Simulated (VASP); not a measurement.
# CuI (Cmcm) in VASP: notebook, part 2 of 2

VASP 6.6.1. The steps go on from the part before.

## Step 4: Single point, r2SCAN

This run uses another cell than the first one, of 29.83 Å³/atom.

The input, POSCAR:

```
CuI
1.0
    3.7331680000     -3.7110860000      0.0000000000
    3.7331680000      3.7110860000      0.0000000000
    0.0000000000      0.0000000000      4.3069980000
Cu I
2 2
Direct
    0.4204390000      0.5795610000      0.7500000000
    0.5795610000      0.4204390000      0.2500000000
    0.7700430000      0.2299570000      0.7500000000
    0.2299570000      0.7700430000      0.2500000000
```

The input, INCAR.step1:

```
PREC = Accurate
ENCUT = 520
ISMEAR = 0
SIGMA = 0.05
LREAL = F
LASPH = T
NELM = 60
NBANDS = 26
GGA = PE
ALGO = Normal
EDIFF = 1E-4
LWAVE = T
LCHARG = F
```

The input, INCAR.step2:

```
PREC = Accurate
ENCUT = 520
EDIFF = 1E-6
ISMEAR = 0
SIGMA = 0.05
LREAL = F
LASPH = T
NELM = 60
ALGO = Normal
ISIF = 2
LWAVE = F
LCHARG = T
METAGGA = R2SCAN
LMIXTAU = T
LELF = T
LVHAR = T
NBANDS = 26
ISTART = 1
```

The input, KPOINTS:

```
regular mesh
0
Gamma
  4 4 6
```

Potentials or basis: VASP PAW PBE potentials, release 64 (Cu, I).

Command:

```sh
> cat potpaw_PBE.64/Cu/POTCAR potpaw_PBE.64/I/POTCAR > POTCAR
> cp INCAR.step1 INCAR
> mpirun -np 1 vasp_std > vasp.out
> cp INCAR.step2 INCAR
> mpirun -np 1 vasp_std > vasp.out
```

OUTCAR:

```text
PREC = Accurate
   ENCUT = 520
   EDIFF = 1E-6
   ISMEAR = 0
   LREAL = F
   LASPH = T
   NELM = 60
   ISIF = 2
   METAGGA = R2SCAN
   ISTART = 1

 ion  position               nearest neighbor table
   1  0.420  0.580  0.750-   2 2.46   2 2.46   4 2.58   4 2.58   3 2.59
   2  0.580  0.420  0.250-   1 2.46   1 2.46   3 2.58   3 2.58   4 2.59
   3  0.770  0.230  0.750-   2 2.58   2 2.58   1 2.59
   4  0.230  0.770  0.250-   1 2.58   1 2.58   2 2.59

[... 898 lines left out ...]
  FORCE on cell =-STRESS in cart. coord.  units (eV):
  Direction    XX          YY          ZZ          XY          YZ          ZX
  --------------------------------------------------------------------------------------
  -------------------------------------------------------------------------------------
  Total        0.0769264      0.0950191      0.0770368      0.0000000      0.0000000      0.0000000
  in kB        1.0327673      1.2756703      1.0342504      0.0000000      0.0000000      0.0000000
  external PRESSURE =       1.1142293 kB  Pullay stress =       0.0000000 kB

 VOLUME and BASIS-vectors are now :
 -----------------------------------------------------------------------------
  energy-cutoff  :      520.00
  volume of cell :      119.34
      direct lattice vectors                 reciprocal lattice vectors
     3.733168000 -3.711086000  0.000000000     0.133934503 -0.134731451  0.000000000
     3.733168000  3.711086000  0.000000000     0.133934503  0.134731451  0.000000000
     0.000000000  0.000000000  4.306998000     0.000000000  0.000000000  0.232180280

 POSITION                                       TOTAL-FORCE (eV/Angst)
 -----------------------------------------------------------------------------------
      3.73317      0.59052      3.23025         0.000000      0.060291      0.000000
      3.73317     -0.59052      1.07675         0.000000     -0.060291      0.000000
      3.73317     -2.00431      3.23025         0.000000      0.005999      0.000000
      3.73317      2.00431      1.07675         0.000000     -0.005999      0.000000
 -----------------------------------------------------------------------------------
    total drift:                               -0.000000     -0.000000     -0.000000

  FREE ENERGIE OF THE ION-ELECTRON SYSTEM (eV)
  ---------------------------------------------------
  free  energy   TOTEN  =       -71.3754681313 eV

  energy  without entropy=      -71.3754681313  energy(sigma->0) =      -71.37546813
```

Run time: 2.2 min. Hardware: 1 thread of AMD EPYC 9R45 (Zen 5), shared host; peak memory 0.24 GiB.

Results:

```
Free energy            : -71.3755 eV
Pressure               : 0.1 GPa
Largest force          : 0.060 eV/Å
Band gap on the k mesh : 1.41 eV
```

Forces in eV/Å, atoms in the order of the input:
```
Cu   0.000  0.060  0.000
Cu   0.000 -0.060  0.000
I    0.000  0.006  0.000
I    0.000 -0.006  0.000
```

Levels at points of the mesh, in eV from the valence-band top:
```csv
k point,band 16,band 17,band 18,band 19,band 20,band 21
"(0.00, 0.00, 0.00)",-1.53,-0.90,0.00,1.41,1.95,2.75
"(0.50, 0.00, 0.00)",-1.43,-1.34,-0.38,3.10,3.27,3.84
"(0.50, 0.50, 0.00)",-1.15,-0.75,-0.20,2.04,3.16,4.57
"(0.00, 0.00, 0.50)",-1.81,-1.67,-1.67,4.01,4.01,4.10
"(0.50, 0.00, 0.50)",-1.82,-1.43,-1.43,2.50,2.50,3.79
"(0.50, 0.50, 0.50)",-1.79,-1.66,-1.66,4.32,4.32,4.90
```

Caveat: the PAW data sets were made with another functional, which shifts forces and pressure a little; spin-orbit coupling is left out, which moves the levels of the heavy elements.

## Step 5: Single point, r2SCAN

This run uses another cell than the first one, of 29.98 Å³/atom.

POSCAR: that of step 4 with these lines changed.

```diff
@@ -4,3 +4,3 @@
     3.7331680000      3.7110860000      0.0000000000
-    0.0000000000      0.0000000000      4.3069980000
+    0.0000000000      0.0000000000      4.3285329900
 Cu I
```

The input, INCAR.step1:

```
ALGO = Normal ; EDIFF = 1E-4
ENCUT = 520 ; GGA = PE
ISMEAR = 0 ; LASPH = T
LCHARG = F ; LREAL = F
LWAVE = T ; NBANDS = 26
NELM = 80 ; PREC = Accurate
SIGMA = 0.05
```

The input, INCAR.step2:

```
ALGO = Normal ; EDIFF = 1E-7
ENCUT = 520 ; ISIF = 2
ISMEAR = 0 ; ISTART = 1
LASPH = T ; LCHARG = F
LMIXTAU = T ; LREAL = F
LWAVE = F ; METAGGA = R2SCAN
NBANDS = 26 ; NELM = 80
PREC = Accurate ; SIGMA = 0.05
```

The input, KPOINTS:

```
k-points
0
Gamma
  4 4 6
```

Command:

```sh
> cat potpaw_PBE.64/Cu/POTCAR potpaw_PBE.64/I/POTCAR > POTCAR
> cp INCAR.step1 INCAR
> mpirun -np 1 vasp_std > vasp.out
> cp INCAR.step2 INCAR
> mpirun -np 1 vasp_std > vasp.out
```

Run time: 2.4 min. Hardware: 1 thread of AMD EPYC 9R45 (Zen 5), shared host; peak memory 0.24 GiB.

Results (log left out):

```
Free energy            : -71.3749 eV
Pressure               : -0.2 GPa
Largest force          : 0.054 eV/Å
Band gap on the k mesh : 1.41 eV
```

Forces on the atoms (eV/Å):
```
Cu   0.000  0.054  0.000
Cu   0.000 -0.054  0.000
I    0.000  0.045  0.000
I    0.000 -0.045  0.000
```

Stress tensor (GPa, compression positive):
```
 0.04  0.00  0.00
 0.00 -0.14  0.00
 0.00  0.00 -0.50
```

Levels at points of the mesh, in eV from the valence-band top:
```
           k point  band 15  band 16  band 17  band 18  band 19  band 20  band 21  band 22
(0.00, 0.00, 0.00)    -1.79    -1.50    -0.87     0.00     1.41     2.00     2.72     5.03
(0.50, 0.00, 0.00)    -1.77    -1.40    -1.29    -0.37     3.08     3.26     3.86     4.34
(0.50, 0.50, 0.00)    -1.77    -1.13    -0.72    -0.20     2.04     3.13     4.55     5.30
(0.00, 0.00, 0.50)    -1.78    -1.78    -1.64    -1.64     4.01     4.01     4.12     4.12
(0.50, 0.00, 0.50)    -1.79    -1.79    -1.41    -1.41     2.51     2.51     3.81     3.81
(0.50, 0.50, 0.50)    -1.76    -1.76    -1.64    -1.64     4.32     4.32     4.93     4.93
```

Caveat: the PAW data sets were made with another functional, which shifts forces and pressure a little; spin-orbit coupling is left out, which moves the levels of the heavy elements.

## Step 6: Single point, r2SCAN

This run uses another cell than the first one, of 30.13 Å³/atom.

POSCAR: that of step 5 with these lines changed.

```diff
@@ -4,3 +4,3 @@
     3.7331680000      3.7110860000      0.0000000000
-    0.0000000000      0.0000000000      4.3285329900
+    0.0000000000      0.0000000000      4.3500679800
 Cu I
```

The input, INCAR.step1:

```
  ALGO = Normal
  EDIFF = 1E-4
  ENCUT = 520
  GGA = PE
  ISMEAR = 0
  LASPH = True
  LCHARG = False
  LREAL = False
  LWAVE = True
  NBANDS = 26
  NELM = 80
  PREC = Accurate
  SIGMA = 0.05
```

The input, INCAR.step2:

```
  ALGO = Normal
  EDIFF = 1E-6
  ENCUT = 520
  ISIF = 2
  ISMEAR = 0
  ISTART = 1
  LASPH = True
  LCHARG = False
  LMIXTAU = True
  LREAL = False
  LWAVE = False
  METAGGA = R2SCAN
  NBANDS = 26
  NELM = 80
  PREC = Accurate
  SIGMA = 0.05
```

KPOINTS is that of step 5.

Potentials or basis: VASP PAW PBE potentials, release 64 (Cu, I).

Command:

```sh
> cat potpaw_PBE.64/Cu/POTCAR potpaw_PBE.64/I/POTCAR > POTCAR
> cp INCAR.step1 INCAR
> mpirun -np 1 vasp_std > vasp.out
> cp INCAR.step2 INCAR
> mpirun -np 1 vasp_std > vasp.out
```

Wall time 2.1 min (1 thread of AMD EPYC 9R45 (Zen 5), shared host); peak memory 0.24 GiB.

It converged, with:

```
Free energy            : -71.3722 eV
Pressure               : -0.5 GPa
Largest force          : 0.083 eV/Å
Band gap on the k mesh : 1.42 eV
```

Forces in eV/Å, atoms in the order of the input:
```
Cu   0.000  0.047  0.000
Cu   0.000 -0.047  0.000
I    0.000  0.083  0.000
I    0.000 -0.083  0.000
```

Stress tensor (GPa, compression positive):
```
 0.01  0.00  0.00
 0.00 -0.37  0.00
 0.00  0.00 -1.03
```

Levels at points of the mesh, in eV from the valence-band top:
| k point | band 16 | band 17 | band 18 | band 19 | band 20 | band 21 |
| --- | --- | --- | --- | --- | --- | --- |
| (0.00, 0.00, 0.00) | -1.47 | -0.84 | 0.00 | 1.42 | 2.04 | 2.69 |
| (0.50, 0.00, 0.00) | -1.38 | -1.25 | -0.37 | 3.06 | 3.25 | 3.87 |
| (0.50, 0.50, 0.00) | -1.12 | -0.70 | -0.20 | 2.03 | 3.09 | 4.54 |
| (0.00, 0.00, 0.50) | -1.74 | -1.62 | -1.62 | 4.01 | 4.01 | 4.14 |
| (0.50, 0.00, 0.50) | -1.75 | -1.38 | -1.38 | 2.53 | 2.53 | 3.84 |
| (0.50, 0.50, 0.50) | -1.72 | -1.61 | -1.61 | 4.32 | 4.32 | 4.95 |

Caveat: the PAW data sets were made with another functional, which shifts forces and pressure a little; spin-orbit coupling is left out, which moves the levels of the heavy elements.

## Step 7: The runs side by side

```csv
cell,gap on the mesh (eV),pressure (GPa),largest force (eV/Å)
"a = 5.264, b = 5.264, c = 4.264 Å, angles 90.0, 90.0, 89.7°, 4 atoms",1.40,0.7,0.08
"a = 5.264, b = 5.264, c = 4.285 Å, angles 90.0, 90.0, 89.7°, 4 atoms",1.40,0.4,0.07
"a = 5.264, b = 5.264, c = 4.307 Å, angles 90.0, 90.0, 89.7°, 4 atoms",1.41,0.1,0.06
"a = 5.264, b = 5.264, c = 4.329 Å, angles 90.0, 90.0, 89.7°, 4 atoms",1.41,-0.2,0.05
"a = 5.264, b = 5.264, c = 4.350 Å, angles 90.0, 90.0, 89.7°, 4 atoms",1.42,-0.5,0.08
```

Alike in all rows: task single point; level r2SCAN; potentials or basis VASP PAW PBE potentials, release 64 (Cu, I); no spin polarisation; k mesh 4 × 4 × 6; cutoff (eV) 520; smearing gaussian 0.05 eV.

Caveats: the PAW data sets were made with another functional, which shifts forces and pressure a little; spin-orbit coupling is left out, which moves the levels of the heavy elements.

Total energies depend on the potentials used, so only differences within one code and one set of settings carry meaning.
